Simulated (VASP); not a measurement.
**SiNi2: relaxation of cell and atoms with PBE**

SiNi2:

```
CELL_PARAMETERS angstrom
2.56501 0.00000 0.00000
0.00000 2.56501 0.00000
0.00000 0.00000 5.49739
ATOMIC_POSITIONS crystal
Si 0.00000 0.00000 0.37982
Ni 0.00000 0.00000 0.97908
Ni 0.50000 0.50000 0.65405
```

The cell was generated, and may not be a known phase.

| Property | Result |
| --- | --- |
| Program | VASP 6.6.1 |
| Task | relaxation of cell and atoms |
| Functional | PBE |
| Potentials or basis | VASP PAW PBE potentials, release 64 (Si, Ni) |
| Cutoff | 600 eV |
| k mesh | 18 × 18 × 8 |
| Occupations | gaussian, width 0.1 eV |
| Spin | no spin polarisation |
| Dipole correction | no |
| Further INCAR settings | ALGO = Normal; EDIFF = 1e-07; IBRION = 2; EDIFFG = -0.01; NSW = 100; ISIF = 3 |

```json
{
 "Relaxed volume": "12.12 Å³/atom",
 "Relaxed cell": "a = 2.578 Å, b = 2.578 Å, c = 5.471 Å, α = 90.00°, β = 90.00°, γ = 90.00°",
 "Space group after relaxing (to 0.1 Å)": "P4mm (No. 99)",
 "Energy gained by relaxing": "0.4 meV/atom",
 "Ionic steps": "7",
 "Pressure after relaxing": "0.0 GPa",
 "Largest force after relaxing": "0.009 eV/Å",
 "Band gap on the k mesh": "zero (bands 12 and 13 overlap by 1.26 eV)"
}
```

Forces on the atoms (eV/Å):
```
Si   0.000  0.000 -0.009
Ni   0.000  0.000  0.000
Ni   0.000  0.000  0.009
```

The path:
| step | energy change (eV) | largest force (eV/Å) | pressure (GPa) | volume (Å³) |
| --- | --- | --- | --- | --- |
| 1 | 0.0000 | 0.0308 | 0.49 | 36.17 |
| 2 | -0.0007 | 0.0507 | -0.27 | 36.36 |
| 3 | -0.0007 | 0.0535 | -0.37 | 36.39 |
| 4 | -0.0011 | 0.0276 | -0.06 | 36.35 |
| 5 | -0.0012 | 0.0265 | 0.02 | 36.35 |
| 6 | -0.0012 | 0.0263 | 0.04 | 36.35 |
| 7 | -0.0012 | 0.0087 | -0.01 | 36.36 |

Final structure:
```
CELL_PARAMETERS angstrom
2.57804 0.00000 0.00000
0.00000 2.57804 0.00000
0.00000 0.00000 5.47051
ATOMIC_POSITIONS crystal
Si 0.00000 0.00000 0.38112
Ni 0.00000 0.00000 0.97816
Ni 0.50000 0.50000 0.65368
```

Levels at points of the mesh, in eV from the Fermi level:
```csv
k point,band 9,band 10,band 11,band 12,band 13,band 14,band 15,band 16
"(0.00, 0.00, 0.00)",-1.22,-1.19,-0.81,-0.81,-0.29,7.63,7.63,7.99
"(0.50, 0.00, 0.00)",-1.64,-0.77,-0.76,-0.46,0.00,0.61,4.10,4.22
"(0.50, 0.50, 0.00)",-0.98,-0.98,-0.57,0.12,0.82,2.51,4.87,6.07
"(0.00, 0.00, 0.50)",-1.19,-0.90,-0.90,-0.29,-0.11,4.06,7.98,8.00
"(0.50, 0.00, 0.50)",-1.88,-1.82,-0.75,-0.74,0.57,0.78,6.45,7.12
"(0.50, 0.50, 0.50)",-0.57,0.12,0.70,0.70,1.20,2.54,2.88,2.88
```

Wall time 7.4 min on 1 thread of Intel(R) Xeon(R) 6975P-C (Granite Rapids), with other jobs on the host, peak memory 0.31 GiB.

Spin polarisation is off, so any magnetic state and its effect on volume and gap are missing.
